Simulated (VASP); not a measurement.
Set up this calculation in VASP 6.6.1, as the native input.

- Task: single point
- Functional: RPBE
- Potentials or basis: VASP PAW PBE potentials, release 64 (Na_pv, H)
- Cutoff: 520 eV
- k mesh: 9 × 9 × 9
- Occupations: gaussian, width 0.1 eV
- Spin: no spin polarisation
- Dipole correction: no
- Further INCAR settings: ALGO = Normal; EDIFF = 1e-07; NBANDS = 11

The structure of NaH lies in POSCAR:

```
NaH
1.0
    0.0000000000      2.4400000000      2.4400000000
    2.4400000000      0.0000000000      2.4400000000
    2.4400000000      2.4400000000      0.0000000000
Na H
1 1
Direct
    0.0000000000      0.0000000000      0.0000000000
    0.5000000000      0.5000000000      0.5000000000
```

The input as run:

INCAR

```
SYSTEM = NaH
PREC = Accurate
ENCUT = 520
EDIFF = 1E-7
ISMEAR = 0
SIGMA = 0.1
LREAL = .FALSE.
LASPH = .TRUE.
NELM = 100
ALGO = Normal
ISIF = 2
LWAVE = .FALSE.
LCHARG = .TRUE.
GGA = RP
LELF = .TRUE.
LVHAR = .TRUE.
NBANDS = 11
```

KPOINTS

```
Automatic mesh
0
G
  9 9 9
  0 0 0
```

Potentials or basis: VASP PAW PBE potentials, release 64 (Na_pv, H).

Command:

```console
$ cat potpaw_PBE.64/Na_pv/POTCAR potpaw_PBE.64/H/POTCAR > POTCAR
$ mpirun -np 1 vasp_std > vasp.out
```

It gave:

```
Pressure               : 0.6 GPa
Band gap on the k mesh : 4.22 eV (least direct gap 4.88 eV)
```

Caveat: the PAW data sets were made with another functional, which shifts forces and pressure a little; an odd mesh through Γ misses points on the zone boundary, where band edges can lie.

Wall time 8.3 s on 1 thread of Intel(R) Xeon(R) Platinum 8559C (Emerald Rapids), on a shared host, peak memory 0.15 GiB.
